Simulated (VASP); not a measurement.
BaZrO3: single point with PBE

BaZrO3:

```
Ba Zr O
1.0
     4.22692    0.00000    0.00000
     0.00000    4.22692    0.00000
     0.00000    0.00000    4.22692
Ba Zr O
1 1 3
Cartesian
  0.0000 0.0000 0.0000
  2.1135 2.1135 2.1135
  0.0000 2.1135 2.1135
  2.1135 0.0000 2.1135
  2.1135 2.1135 0.0000
```

```yaml
Program: VASP 6.6.1
Task: single point
Functional: PBE
Potentials_or_basis: VASP PAW PBE potentials, release 64 (Ba_sv, Zr_sv, O)
Cutoff: 520 eV
k_mesh: 6 × 6 × 6
Occupations: gaussian, width 0.02 eV
Spin: no spin polarisation
```

The pressure is 1.0 GPa and the band gap on the k mesh is 3.13 eV, indirect (least direct gap 3.38 eV).

Levels at points of the mesh, in eV from the valence-band top:
```tsv
k point	band 16	band 17	band 18	band 19	band 20	band 21	band 22	band 23	band 24	band 25
(0.00, 0.00, 0.00)	-0.95	-0.95	-0.25	-0.25	-0.25	3.13	3.13	3.13	4.62	4.62
(0.50, 0.00, 0.00)	-1.70	-1.70	-1.61	-0.49	-0.49	3.55	5.54	5.54	6.34	6.56
(0.50, 0.50, 0.00)	-2.32	-0.93	-0.93	-0.85	-0.07	5.52	5.52	6.31	6.34	7.51
(0.50, 0.50, 0.50)	-2.52	-2.52	0.00	0.00	0.00	5.88	5.88	5.88	6.78	6.78
```

It took 21 s on 1 thread of AMD EPYC 9R45 96-Core Processor (Zen 5), with other jobs on the host, peak memory 0.17 GiB.

Caveat: spin-orbit coupling is left out, which moves the levels of the heavy elements. A k mesh can miss the band edges.
